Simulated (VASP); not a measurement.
# Al (Fm-3m) in VASP: notebook, part 2 of 2

VASP 6.6.1.

### Step 5. Single point, PBE

INCAR reads:

```
SYSTEM = Al
ALGO = Normal
EDIFF = 1E-6
ENCUT = 520
GGA = PE
ISIF = 2
ISMEAR = -1
LASPH = .TRUE.
LCHARG = .TRUE.
LELF = .TRUE.
LREAL = .FALSE.
LVHAR = .TRUE.
LWAVE = .FALSE.
NBANDS = 8
NELM = 60
PREC = Accurate
SIGMA = 0.15
```

KPOINTS reads:

```
k-points
0
G
  6 6 6
  0 0 0
```

POSCAR reads:

```
Al
1.0
    0.0000000000      2.0248050000      2.0248050000
    2.0248050000      0.0000000000      2.0248050000
    2.0248050000      2.0248050000      0.0000000000
Al
1
Direct
    0.0000000000      0.0000000000      0.0000000000
```

Potentials or basis: VASP PAW PBE potentials, release 64 (Al).

Run with:

```bash
cat potpaw_PBE.64/Al/POTCAR > POTCAR
mpirun -np 1 vasp_std > vasp.out
```

OUTCAR:

```text
SYSTEM = Al
   EDIFF = 1E-6
   ENCUT = 520
   GGA = PE
   ISIF = 2
   ISMEAR = -1
   LASPH = .TRUE.
   LREAL = .FALSE.
   NELM = 60
   PREC = Accurate

 ion  position               nearest neighbor table
   1  0.000  0.000  0.000-

  LATTYP: Found a face centered cubic cell.
 ALAT       =     4.0496100000

  Lattice vectors:

 A1 = (   0.0000000000,   2.0248050000,   2.0248050000)
 A2 = (   2.0248050000,   0.0000000000,   2.0248050000)
[... 344 lines left out ...]
      6      21.6470      0.00000
      7      27.9159      0.00000
      8      28.9437      0.00000

------------------------ aborting loop because EDIFF is reached ----------------------------------------

  FORCE on cell =-STRESS in cart. coord.  units (eV):
  Direction    XX          YY          ZZ          XY          YZ          ZX
  --------------------------------------------------------------------------------------
  -------------------------------------------------------------------------------------
  Total       -0.0229968     -0.0229968     -0.0229968      0.0000000      0.0000000      0.0000000
  in kB       -2.2192090     -2.2192090     -2.2192090      0.0000000      0.0000000      0.0000000
  external PRESSURE =      -2.2192090 kB  Pullay stress =       0.0000000 kB

 VOLUME and BASIS-vectors are now :
 -----------------------------------------------------------------------------
  energy-cutoff  :      520.00
  volume of cell :       16.60
      direct lattice vectors                 reciprocal lattice vectors
     0.000000000  2.024805000  2.024805000    -0.246937359  0.246937359  0.246937359
     2.024805000  0.000000000  2.024805000     0.246937359 -0.246937359  0.246937359
     2.024805000  2.024805000  0.000000000     0.246937359  0.246937359 -0.246937359

 POSITION                                       TOTAL-FORCE (eV/Angst)
 -----------------------------------------------------------------------------------
      0.00000      0.00000      0.00000         0.000000      0.000000      0.000000
 -----------------------------------------------------------------------------------
    total drift:                                0.000000     -0.000000     -0.000000

  FREE ENERGIE OF THE ION-ELECTRON SYSTEM (eV)
  ---------------------------------------------------
  free  energy   TOTEN  =        -3.8241942805 eV

  energy  without entropy=       -3.8054250018  energy(sigma->0) =       -3.81480964
```

OSZICAR:

```text
N       E                     dE             d eps       ncg     rms          rms(c)
DAV:   1    -0.250762870516E+01   -0.25076E+01   -0.77176E+02   256   0.198E+02
DAV:   2    -0.384090240677E+01   -0.13333E+01   -0.12900E+01   376   0.181E+01
DAV:   3    -0.384643709458E+01   -0.55347E-02   -0.55346E-02   360   0.140E+00
DAV:   4    -0.384645060566E+01   -0.13511E-04   -0.13512E-04   360   0.616E-02
DAV:   5    -0.384645061920E+01   -0.13533E-07   -0.13696E-07   352   0.152E-03    0.127E+00
DAV:   6    -0.383352897862E+01    0.12922E-01   -0.16933E-03   328   0.193E-01    0.738E-01
DAV:   7    -0.382420208752E+01    0.93269E-02   -0.50320E-03   320   0.312E-01    0.144E-01
DAV:   8    -0.382419603678E+01    0.60507E-05   -0.12564E-05   344   0.251E-02    0.822E-03
DAV:   9    -0.382419464477E+01    0.13920E-05   -0.77927E-07   360   0.387E-03    0.671E-04
DAV:  10    -0.382419428045E+01    0.36431E-06   -0.30883E-09   200   0.388E-04
   1 F= -.38241943E+01 E0= -.38148096E+01  d E =-.187693E-01
```

Run time: 1.9 s. Hardware: 1 thread of Intel Xeon Platinum 8488C (Sapphire Rapids), shared host; peak memory 0.12 GiB.

What came out:

```yaml
Free_energy: -3.8242 eV
Pressure: -0.2 GPa
```

Levels at points of the mesh, in eV from the Fermi level:
| k point | band 1 | band 2 | band 3 | band 4 | band 5 | band 6 |
| --- | --- | --- | --- | --- | --- | --- |
| (0.00, 0.00, 0.00) | -11.33 | 12.34 | 12.34 | 12.34 | 13.79 | 13.79 |
| (0.50, 0.00, 0.00) | -4.81 | -4.61 | 11.10 | 11.10 | 11.19 | 11.19 |
| (0.50, 0.50, 0.00) | -3.15 | -1.84 | 5.01 | 5.32 | 5.32 | 8.77 |

Caveat: the k points lie up to 0.45 Å⁻¹ apart.

### Step 6. Single point, PBE

INCAR reads:

```
PREC = Accurate
ENCUT = 520
EDIFF = 1E-6
ISMEAR = -1
SIGMA = 0.15
LREAL = F
LASPH = T
NELM = 60
ALGO = Normal
ISIF = 2
LWAVE = F
LCHARG = F
GGA = PE
NBANDS = 8
```

KPOINTS reads:

```
regular mesh
0
Gamma
  8 8 8
```

POSCAR is that of step 5.

Potentials or basis: VASP PAW PBE potentials, release 64 (Al).

Run with:

```bash
cat potpaw_PBE.64/Al/POTCAR > POTCAR
mpirun -np 1 vasp_std > vasp.out
```

OUTCAR:

```text
PREC = Accurate
   ENCUT = 520
   EDIFF = 1E-6
   ISMEAR = -1
   LREAL = F
   LASPH = T
   NELM = 60
   ISIF = 2
   GGA = PE

 ion  position               nearest neighbor table
   1  0.000  0.000  0.000-

  LATTYP: Found a face centered cubic cell.
 ALAT       =     4.0496100000

  Lattice vectors:

 A1 = (   0.0000000000,   2.0248050000,   2.0248050000)
 A2 = (   2.0248050000,   0.0000000000,   2.0248050000)
 A3 = (   2.0248050000,   2.0248050000,   0.0000000000)

Analysis of symmetry for initial positions (statically):
=====================================================================
 Subroutine PRICEL returns:
 Original cell was already a primitive cell.

 Routine SETGRP: Setting up the symmetry group for a
 face centered cubic supercell.

 Subroutine GETGRP returns: Found 48 space group operations
 (whereof 48 operations were pure point group operations)
 out of a pool of 48 trial point group operations.

The static configuration has the point symmetry O_h .

Analysis of symmetry for dynamics (positions and initial velocities):
=====================================================================
 Subroutine PRICEL returns:
 Original cell was already a primitive cell.

 Routine SETGRP: Setting up the symmetry group for a
 face centered cubic supercell.

 Subroutine GETGRP returns: Found 48 space group operations
 (whereof 48 operations were pure point group operations)
 out of a pool of 48 trial point group operations.

The dynamic configuration has the point symmetry O_h .

 Subroutine INISYM returns: Found 48 space group operations
 (whereof 48 operations are pure point group operations),
 and found     1 'primitive' translations

[... 109 lines left out ...]
   IALGO  =     38    algorithm
   IMIX   =      4    mixing-type and parameters
     AMIX     =   0.40;   BMIX     =  1.00
     AMIX_MAG =   1.60;   BMIX_MAG =  1.00
  volume/ion in A,a.u.               =      16.60       112.04
  Fermi-wavevector in a.u.,A,eV,Ry     =   0.925526  1.748991 11.654733  0.856599
  Thomas-Fermi vector in A             =   2.051390
   LORBIT       =      0    0 simple, 1 ext, 2 COOP (PROOUT), +10 PAW based schemes
   GGA     = PE    functional components
   LHFCALC =     F    Hartree Fock is set to
   AEXX    =    0.0000 exact exchange contribution
   IVDW    =     0    specifies the selected vdW correction
   LEPSILON=     F    determine dielectric tensor
   LRPA    =     F    only Hartree local field effects (RPA)
 non-spin polarized calculation
  energy-cutoff  :      520.00
  volume of cell :       16.60
 maximum number of plane-waves:       459
 NGX is ok and might be reduce to    24
   NGX = 11   NGY = 11   NGZ = 11

 number of electron       3.0000000 magnetization

 Free energy of the ion-electron system (eV)
  ---------------------------------------------------
  ext. energy  EPLUGINS =         0.00000000
  ---------------------------------------------------
  free energy    TOTEN  =        -3.75520733 eV

  energy without entropy =       -3.72592203  energy(sigma->0) =       -3.74056468

 E-fermi :   7.8720     XC(G=0): -10.1734

 val. band max:        7.6172780428   @ k =  -0.2500   0.3750   0.1250
 cond. band min:       8.0717974506   @ k =   0.5000   0.2500   0.1250
 fundamental gap:      0.4545194079
 Fermi energy:         7.8719769931

 k-point     1 :       0.0000    0.0000    0.0000
  band No.  band energies     occupation
      1      -3.1553      2.00000
      2      20.5214      0.00000
      3      20.5214      0.00000
      4      20.5214      0.00000
      5      21.9667      0.00000
      6      21.9667      0.00000
      7      21.9667      0.00000
      8      24.3582      0.00000
[... 243 lines left out ...]
 k-point    24 :      -0.3750    0.2500    0.1250
  band No.  band energies     occupation
      1       4.4104      2.00000
      2       4.6546      2.00000
      3      12.8955      0.00000
      4      13.3538      0.00000
      5      21.1798      0.00000
      6      21.6156      0.00000
      7      28.1610      0.00000
      8      28.4690      0.00000

 [... further k-points ...]

------------------------ aborting loop because EDIFF is reached ----------------------------------------

  FORCE on cell =-STRESS in cart. coord.  units (eV):
  Direction    XX          YY          ZZ          XY          YZ          ZX
  --------------------------------------------------------------------------------------
  -------------------------------------------------------------------------------------
  Total       -0.0437982     -0.0437982     -0.0437982     -0.0000000      0.0000000      0.0000000
  in kB       -4.2265619     -4.2265619     -4.2265619     -0.0000000      0.0000000      0.0000000
  external PRESSURE =      -4.2265619 kB  Pullay stress =       0.0000000 kB

 VOLUME and BASIS-vectors are now :
 -----------------------------------------------------------------------------
  energy-cutoff  :      520.00
  volume of cell :       16.60
      direct lattice vectors                 reciprocal lattice vectors
     0.000000000  2.024805000  2.024805000    -0.246937359  0.246937359  0.246937359
     2.024805000  0.000000000  2.024805000     0.246937359 -0.246937359  0.246937359
     2.024805000  2.024805000  0.000000000     0.246937359  0.246937359 -0.246937359

 POSITION                                       TOTAL-FORCE (eV/Angst)
 -----------------------------------------------------------------------------------
      0.00000      0.00000      0.00000         0.000000     -0.000000      0.000000
 -----------------------------------------------------------------------------------
    total drift:                                0.000000     -0.000000     -0.000000

  FREE ENERGIE OF THE ION-ELECTRON SYSTEM (eV)
  ---------------------------------------------------
  free  energy   TOTEN  =        -3.7552073255 eV

  energy  without entropy=       -3.7259220292  energy(sigma->0) =       -3.74056468
```

OSZICAR:

```text
N       E                     dE             d eps       ncg     rms          rms(c)
DAV:   1    -0.249435141798E+01   -0.24944E+01   -0.86296E+02   472   0.204E+02
DAV:   2    -0.377036109923E+01   -0.12760E+01   -0.12597E+01   656   0.181E+01
DAV:   3    -0.377723753215E+01   -0.68764E-02   -0.68744E-02   592   0.145E+00
DAV:   4    -0.377725184876E+01   -0.14317E-04   -0.14317E-04   640   0.559E-02
DAV:   5    -0.377725195648E+01   -0.10772E-06   -0.10719E-06   656   0.301E-03    0.130E+00
DAV:   6    -0.376455473844E+01    0.12697E-01   -0.16001E-03   608   0.193E-01    0.756E-01
DAV:   7    -0.375521331913E+01    0.93414E-02   -0.48486E-03   576   0.315E-01    0.146E-01
DAV:   8    -0.375520921778E+01    0.41014E-05   -0.13358E-05   664   0.264E-02    0.778E-03
DAV:   9    -0.375520768788E+01    0.15299E-05   -0.81067E-07   624   0.396E-03    0.686E-04
DAV:  10    -0.375520732553E+01    0.36235E-06   -0.37200E-09   376   0.427E-04
   1 F= -.37552073E+01 E0= -.37405647E+01  d E =-.292853E-01
```

stdout:

```text
POSCAR found type information on POSCAR Al
 POSCAR found :  1 types and       1 ions
 scaLAPACK will be used
 LDA part: xc-table for (Slater+PW92), standard interpolation
 POSCAR, INCAR and KPOINTS ok, starting setup
 FFT: planning ... GRIDC
 FFT: planning ... GRID_SOFT
 FFT: planning ... GRID
 WAVECAR not read
 entering main loop
```

Run time: 2.2 s. Hardware: 1 thread of Intel Xeon Platinum 8488C (Sapphire Rapids), shared host; peak memory 0.13 GiB.

Results:

```yaml
Free_energy: -3.7552 eV
Pressure: -0.4 GPa
```

### Step 7. Overview

```csv
k mesh,gap on the mesh (eV),pressure (GPa)
3 × 3 × 3,none,-1.8
4 × 4 × 4,none,0.4
5 × 5 × 5,none,0.9
6 × 6 × 6,none,-0.2
8 × 8 × 8,none,-0.4
```

Alike in all rows: task single point; level PBE; potentials or basis VASP PAW PBE potentials, release 64 (Al); no spin polarisation; cell as given; cutoff (eV) 520; smearing fermi-dirac 0.15 eV.

Caveats: some runs use coarse meshes.

Total energies depend on the potentials used, so only differences within one code and one set of settings carry meaning.
